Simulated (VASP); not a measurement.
A run of VASP 6.6.1:

The input INCAR:

```
PREC     = Accurate       # precision mode
ENCUT    = 520            # plane-wave cutoff, eV
EDIFF    = 1E-7           # SCF threshold, eV
ISMEAR   = 0              # smearing method
SIGMA    = 0.01           # smearing width, eV
LREAL    = F              # projectors in reciprocal space
LASPH    = T              # aspherical terms in the spheres
NELM     = 80             # most SCF steps
ALGO     = Normal         # electronic algorithm
ISIF     = 2              # what is computed and relaxed
LWAVE    = F              # write WAVECAR
LCHARG   = T              # write CHGCAR
GGA      = PE             # functional
LELF     = T              # ELF
LVHAR    = T            
NBANDS   = 16             # bands
```

KPOINTS

```
Automatic mesh
0
Gamma
  12 12 8
```

Contents of POSCAR:

```
Se
1.0
    3.5627578084      0.0000000000      0.0000000000
   -1.7813789042      3.0854387696      0.0000000000
    0.0000000000      0.0000000000      5.1399848897
Se
3
Direct
    0.2888841923      0.0000000000      0.3333333333
    0.0000000000      0.2888841923      0.6666666667
    0.7111158077      0.7111158077      0.0000000000
```

Potentials or basis: VASP PAW PBE potentials, release 64 (Se).

Launch:

```console
$ cat potpaw_PBE.64/Se/POTCAR > POTCAR
$ mpirun -np 1 vasp_std > vasp.out
```

Hardware: 1 thread of Intel Xeon 6975P-C, on a shared host.

Q: How long does it take, and how much memory?

A: Wall time 85 s on 1 thread of Intel Xeon 6975P-C (shared host), peak memory 0.24 GiB. Counts: scf iterations 13, k points 131.
